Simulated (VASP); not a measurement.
# SiC (P6_3mc) in VASP: a series of runs

Runs on SiC. Level: LDA. Tasks: single point.

Everything below comes from runs of VASP 6.6.1. Logs are shortened: lines on timing, memory, paths and dates and some standing lists are left out, and cuts for length are marked.

### 1 The cell of the first run

The structure is hexagonal, space group P6_3mc (No. 186). Conventional cell: a = 3.076 Å, b = 3.076 Å, c = 10.071 Å, α = 90.00°, β = 90.00°, γ = 120.00°. Si (site symmetry 3m) has 4 C at 1.88 to 1.89 Å within 2.5 Å. Within 2.5 Å of Si (site symmetry 3m) lie 4 C at 1.88 to 1.89 Å. C (site symmetry 3m) has 4 Si at 1.88 to 1.89 Å within 2.5 Å. C (site symmetry 3m) has 4 Si at 1.88 to 1.89 Å within 2.5 Å.

### 2 Single point, LDA

Input file INCAR:

```
  PREC = Accurate
  ENCUT = 600
  EDIFF = 1E-6
  ISMEAR = 0
  SIGMA = 0.1
  LREAL = False
  LASPH = True
  NELM = 120
  ALGO = Normal
  ISIF = 2
  LWAVE = False
  LCHARG = False
  GGA = CA
  NBANDS = 26
  GGA_COMPAT = False
```

Input file KPOINTS:

```
regular mesh
0
Gamma
  6 6 2
```

Input file POSCAR:

```
SiC
1.0
    3.0756941500      0.0000000000      0.0000000000
   -1.5378470700      2.6636292700      0.0000000000
    0.0000000000      0.0000000000     10.0706464800
Si C
4 4
Direct
    0.6666666700      0.3333333300      0.9378419800
    0.3333333300      0.6666666700      0.4378419800
    0.0000000000      0.0000000000      0.6878943800
    0.0000000000      0.0000000000      0.1878943800
    0.6666666700      0.3333333300      0.7498025900
    0.3333333300      0.6666666700      0.2498025900
    0.0000000000      0.0000000000      0.5004600500
    0.0000000000      0.0000000000      0.0004600500
```

Potentials or basis: VASP PAW LDA potentials, release 64 (Si, C).

Started as:

```sh
> cat potpaw_LDA.64/Si/POTCAR potpaw_LDA.64/C/POTCAR > POTCAR
> mpirun -np 1 vasp_std > vasp.out
```

OUTCAR:

```text
PREC = Accurate
   ENCUT = 600
   EDIFF = 1E-6
   ISMEAR = 0
   LREAL = False
   LASPH = True
   NELM = 120
   ISIF = 2
   GGA = CA

 ion  position               nearest neighbor table
   1  0.667  0.333  0.938-   8 1.88   8 1.88   8 1.88   5 1.89   3 3.08   3 3.08   3 3.08   4 3.08
                             4 3.08   4 3.08
   2  0.333  0.667  0.438-   7 1.88   7 1.88   7 1.88   6 1.89   4 3.08   4 3.08   4 3.08   3 3.08
                             3 3.08   3 3.08
   3  0.000  0.000  0.688-   5 1.88   5 1.88   5 1.88   7 1.89   1 3.08   1 3.08   1 3.08   2 3.08
                             2 3.08   2 3.08
   4  0.000  0.000  0.188-   6 1.88   6 1.88   6 1.88   8 1.89   2 3.08   2 3.08   2 3.08   1 3.08
                             1 3.08   1 3.08
   5  0.667  0.333  0.750-   3 1.88   3 1.88   3 1.88   1 1.89
   6  0.333  0.667  0.250-   4 1.88   4 1.88   4 1.88   2 1.89
   7  0.000  0.000  0.500-   2 1.88   2 1.88   2 1.88   3 1.89
   8  0.000  0.000  0.000-   1 1.88   1 1.88   1 1.88   4 1.89

  LATTYP: Found a hexagonal cell.
 ALAT       =     3.0756941500
 C/A-ratio  =     3.2742678527

  Lattice vectors:

 A1 = (   3.0756941500,   0.0000000000,   0.0000000000)
 A2 = (  -1.5378470700,   2.6636292700,   0.0000000000)
 A3 = (   0.0000000000,   0.0000000000,  10.0706464800)

Analysis of symmetry for initial positions (statically):
=====================================================================
 Subroutine PRICEL returns:
 Original cell was already a primitive cell.

 Routine SETGRP: Setting up the symmetry group for a
 hexagonal supercell.

 Subroutine GETGRP returns: Found 12 space group operations
 (whereof  6 operations were pure point group operations)
 out of a pool of 24 trial point group operations.

The static configuration has the point symmetry C_3v.
 The point group associated with its full space group is C_6v.

Analysis of symmetry for dynamics (positions and initial velocities):
=====================================================================
 Subroutine PRICEL returns:
 Original cell was already a primitive cell.

 Routine SETGRP: Setting up the symmetry group for a
 hexagonal supercell.

 Subroutine GETGRP returns: Found 12 space group operations
 (whereof  6 operations were pure point group operations)
 out of a pool of 24 trial point group operations.

The dynamic configuration has the point symmetry C_3v.
 The point group associated with its full space group is C_6v.

 Subroutine INISYM returns: Found 12 space group operations
 (whereof  6 operations are pure point group operations),
 and found     1 'primitive' translations

----------------------------------------------------------------------------------------

                                     Primitive cell

  volume of cell :      82.5039

  direct lattice vectors                    reciprocal lattice vectors
     3.075694150  0.000000000  0.000000000     0.325129857  0.187713810  0.000000000
    -1.537847070  2.663629270  0.000000000     0.000000000  0.375427621  0.000000000
     0.000000000  0.000000000 10.070646480     0.000000000  0.000000000  0.099298491

  length of vectors
     3.075694150  3.075694149 10.070646480     0.375427621  0.375427621  0.099298491

  position of ions in fractional coordinates (direct lattice)
     0.666666670  0.333333330  0.937841980
     0.333333330  0.666666670  0.437841980
     0.000000000  0.000000000  0.687894380
     0.000000000  0.000000000  0.187894380
     0.666666670  0.333333330  0.749802590
     0.333333330  0.666666670  0.249802590
     0.000000000  0.000000000  0.500460050
     0.000000000  0.000000000  0.000460050

  ion indices of the primitive-cell ions
   primitive index   ion index
                 1           1
                 2           2
                 3           3
                 4           4
                 5           5
                 6           6
                 7           7
                 8           8

----------------------------------------------------------------------------------------

 KPOINTS: regular mesh

Automatic generation of k-mesh.
 Grid dimensions read from file:
 generate k-points for:    6    6    2

 Generating k-lattice:

  Cartesian coordinates                     Fractional coordinates (reciprocal lattice)
     0.054188310  0.031285635  0.000000000     0.166666667  0.000000000  0.000000000
     0.000000000  0.062571270  0.000000000     0.000000000  0.166666667  0.000000000
     0.000000000  0.000000000  0.049649246     0.000000000  0.000000000  0.500000000

  Length of vectors
     0.062571270  0.062571270  0.049649246

  Shift w.r.t. Gamma in fractional coordinates (k-lattice)
     0.000000000  0.000000000  0.000000000

 Subroutine IBZKPT returns following result:
 ===========================================

 Found     14 irreducible k-points:

 Following reciprocal coordinates:
            Coordinates               Weight
  0.000000  0.000000  0.000000      1.000000
  0.166667  0.000000  0.000000      6.000000
  0.333333  0.000000  0.000000      6.000000
  0.500000  0.000000  0.000000      3.000000
  0.166667  0.166667  0.000000      6.000000
  0.333333  0.166667  0.000000     12.000000
  0.333333  0.333333  0.000000      2.000000
  0.000000  0.000000  0.500000      1.000000
  0.166667  0.000000  0.500000      6.000000
  0.333333  0.000000  0.500000      6.000000
  0.500000  0.000000  0.500000      3.000000
  0.166667  0.166667  0.500000      6.000000
  0.333333  0.166667  0.500000     12.000000
  0.333333  0.333333  0.500000      2.000000
   k-points           NKPTS =     14   k-points in BZ     NKDIM =     14   number of bands    NBANDS=     26
   number of dos      NEDOS =    301   number of ions     NIONS =      8
   total plane-waves  NPLWV =  62720
   dimension x,y,z NGX =    28 NGY =   28 NGZ =   80
   dimension x,y,z NGXF=    56 NGYF=   56 NGZF=  160
   ions per type =               4   4
   NGX,Y,Z   is equivalent  to a cutoff of  15.13, 15.13, 13.21 a.u.
   NGXF,Y,Z  is equivalent  to a cutoff of  30.27, 30.27, 26.41 a.u.
 SYSTEM =  unknown system
   PREC   = accura    normal or accurate (medium, high low for compatibility)
   ISTART =      0    job   : 0-new  1-cont  2-samecut
   ICHARG =      2    charge: 1-file 2-atom 10-const
   ISPIN  =      1    spin polarized calculation?
   LNONCOLLINEAR =      F non collinear calculations
   LSORBIT =      F    spin-orbit coupling
   LASPH  =      T    aspherical Exc in radial PAW
   ENCUT  =  600.0 eV  44.10 Ry    6.64 a.u.   6.14  6.14 20.11*2*pi/ulx,y,z
   NELM   =    120;   NELMIN=  2; NELMDL= -5     # of ELM steps
   EDIFF  = 0.1E-05   stopping-criterion for ELM
   LREAL  =      F    real-space projection
   EDIFFG = 0.1E-04   stopping-criterion for IOM
   NSW    =      0    number of steps for IOM
   IBRION =     -1    ionic relax: 0-MD 1-quasi-New 2-CG
   NFREE  =      0    steps in history (QN), initial steepest desc. (CG)
   ISIF   =      2    stress and relaxation
   ISYM   =      2    0-nonsym 1-usesym 2-fastsym
   POTIM  = 0.5000    time-step for ionic-motion
   TEBEG  =    0.0;   TEEND  =   0.0 temperature during run
   PSTRESS=    0.0 pullay stress
   NELECT =      32.0000    total number of electrons
   NUPDOWN=      -1.0000    fix difference up-down
   EMIN   =  10.00;   EMAX   =-10.00  energy-range for DOS
   EFERMI =   0.00;   METHOD = LEGACY
   ISMEAR =     0;   SIGMA  =   0.10  broadening in eV -4-tet -1-fermi 0-gaus
   EFERMI_NEDOS =   21; number of points for ismear=-14 and -15
   IALGO  =     38    algorithm
   IMIX   =      4    mixing-type and parameters
     AMIX     =   0.40;   BMIX     =  1.00
     AMIX_MAG =   1.60;   BMIX_MAG =  1.00
  volume/ion in A,a.u.               =      10.31        69.60
  Fermi-wavevector in a.u.,A,eV,Ry     =   1.193897  2.256138 19.393597  1.425389
  Thomas-Fermi vector in A             =   2.329900
   LORBIT       =      0    0 simple, 1 ext, 2 COOP (PROOUT), +10 PAW based schemes
   GGA     = CA    functional components
   LHFCALC =     F    Hartree Fock is set to
   AEXX    =    0.0000 exact exchange contribution
   IVDW    =     0    specifies the selected vdW correction
   LEPSILON=     F    determine dielectric tensor
   LRPA    =     F    only Hartree local field effects (RPA)
 non-spin polarized calculation
 Gauss-broadening in eV      SIGMA  =   0.10
  energy-cutoff  :      600.00
  volume of cell :       82.50
 maximum number of plane-waves:      2790
 NGX is ok and might be reduce to    28
   NGX = 13   NGY = 13   NGZ = 41

 number of electron      32.0000002 magnetization

 Free energy of the ion-electron system (eV)
  ---------------------------------------------------
  ext. energy  EPLUGINS =         0.00000000
  ---------------------------------------------------
  free energy    TOTEN  =       -66.55319572 eV

  energy without entropy =      -66.55319572  energy(sigma->0) =      -66.55319572

 E-fermi :   8.6372     XC(G=0): -11.5663

 val. band max:        8.1679149301   @ k =   0.0000   0.0000   0.0000
 cond. band min:      10.3326181127   @ k =   0.5000   0.0000   0.0000
 fundamental gap:      2.1647031826
 Fermi energy:         8.6372395295

 k-point     1 :       0.0000    0.0000    0.0000
  band No.  band energies     occupation
      1      -7.2509      2.00000
      2      -6.0649      2.00000
      3      -6.0301      2.00000
      4      -3.6221      2.00000
      5      -0.4820      2.00000
      6       3.8017      2.00000
[... 18 lines left out ...]
     25      15.4695      0.00000
     26      16.1344      0.00000

 k-point     2 :       0.1667    0.0000    0.0000
  band No.  band energies     occupation
      1      -6.7684      2.00000
      2      -5.5987      2.00000
      3      -5.5615      2.00000
      4      -3.2179      2.00000
      5      -0.0453      2.00000
      6       3.8320      2.00000
[... 18 lines left out ...]
     25      16.1420      0.00000
     26      16.2441      0.00000

 k-point     3 :       0.3333    0.0000    0.0000
  band No.  band energies     occupation
      1      -5.3810      2.00000
      2      -4.2915      2.00000
      3      -4.2404      2.00000
      4      -2.2497      2.00000
      5       0.7868      2.00000
      6       1.5175      2.00000
[... 18 lines left out ...]
     25      16.7688      0.00000
     26      17.0895      0.00000

 k-point     4 :       0.5000    0.0000    0.0000
  band No.  band energies     occupation
      1      -3.7780      2.00000
      2      -3.2419      2.00000
      3      -2.9710      2.00000
      4      -2.2292      2.00000
      5      -0.4099      2.00000
      6      -0.1067      2.00000
[... 18 lines left out ...]
     25      16.8321      0.00000
     26      18.2620      0.00000
[... 206 lines left out ...]
      1      -5.5358      2.00000
      2      -5.5358      2.00000
      3      -3.4102      2.00000
      4      -3.4102      2.00000
      5       1.7040      2.00000
      6       1.7040      2.00000
[... 18 lines left out ...]
     25      16.7618      0.00000
     26      16.7625      0.00000

 k-point    13 :       0.3333    0.1667    0.5000
  band No.  band energies     occupation
      1      -3.8811      2.00000
      2      -3.8811      2.00000
      3      -2.3551      2.00000
      4      -2.3551      2.00000
      5       0.4741      2.00000
      6       0.4741      2.00000
[... 18 lines left out ...]
     25      16.8313      0.00000
     26      16.8313      0.00000

 k-point    14 :       0.3333    0.3333    0.5000
  band No.  band energies     occupation
      1      -2.5697      2.00000
      2      -2.5697      2.00000
      3      -2.4928      2.00000
      4      -2.4928      2.00000
      5       0.7846      2.00000
      6       0.7846      2.00000
[... 18 lines left out ...]
     25      18.3276      0.00000
     26      18.3992      0.00000

------------------------ aborting loop because EDIFF is reached ----------------------------------------

  FORCE on cell =-STRESS in cart. coord.  units (eV):
  Direction    XX          YY          ZZ          XY          YZ          ZX
  --------------------------------------------------------------------------------------
  -------------------------------------------------------------------------------------
  Total       -1.7993779     -1.7993779     -1.8896728     -0.0000000      0.0000000      0.0000000
  in kB      -34.9428787    -34.9428787    -36.6963536     -0.0000001      0.0000000      0.0000000
  external PRESSURE =     -35.5273703 kB  Pullay stress =       0.0000000 kB

 VOLUME and BASIS-vectors are now :
 -----------------------------------------------------------------------------
  energy-cutoff  :      600.00
  volume of cell :       82.50
      direct lattice vectors                 reciprocal lattice vectors
     3.075694150  0.000000000  0.000000000     0.325129857  0.187713810  0.000000000
    -1.537847070  2.663629270  0.000000000     0.000000000  0.375427621  0.000000000
     0.000000000  0.000000000 10.070646480     0.000000000  0.000000000  0.099298491

 POSITION                                       TOTAL-FORCE (eV/Angst)
 -----------------------------------------------------------------------------------
      1.53785      0.88788      9.44468         0.000000      0.000000      0.011272
     -0.00000      1.77575      4.40935        -0.000000      0.000000      0.011272
      0.00000      0.00000      6.92754         0.000000     -0.000000      0.000691
      0.00000      0.00000      1.89222         0.000000     -0.000000      0.000691
      1.53785      0.88788      7.55100        -0.000000     -0.000000     -0.006482
     -0.00000      1.77575      2.51567         0.000000     -0.000000     -0.006482
      0.00000      0.00000      5.03996         0.000000     -0.000000     -0.005481
      0.00000      0.00000      0.00463        -0.000000      0.000000     -0.005481
 -----------------------------------------------------------------------------------
    total drift:                                0.000000      0.000000      0.000200

  FREE ENERGIE OF THE ION-ELECTRON SYSTEM (eV)
  ---------------------------------------------------
  free  energy   TOTEN  =       -66.5531957205 eV

  energy  without entropy=      -66.5531957205  energy(sigma->0) =      -66.55319572
```

Run time: 72 s. Hardware: 1 thread of AMD EPYC 7R13, shared host; peak memory 0.16 GiB.

What came out:

| Quantity | Value |
| --- | --- |
| Free energy | -66.5532 eV |
| Pressure | -3.6 GPa |
| Largest force | 0.011 eV/Å |
| Band gap on the k mesh | 2.16 eV, indirect (least direct gap 3.29 eV) |

Forces on the atoms (eV/Å):
```
Si   0.000  0.000  0.011
Si   0.000  0.000  0.011
Si   0.000  0.000  0.001
Si   0.000  0.000  0.001
C    0.000  0.000 -0.006
C    0.000  0.000 -0.006
C    0.000  0.000 -0.005
C    0.000  0.000 -0.005
```

A k mesh can miss the band edges. A hybrid or GW would open this gap; LDA tends to underestimate it.

(Part 1 of 2 ends here.)
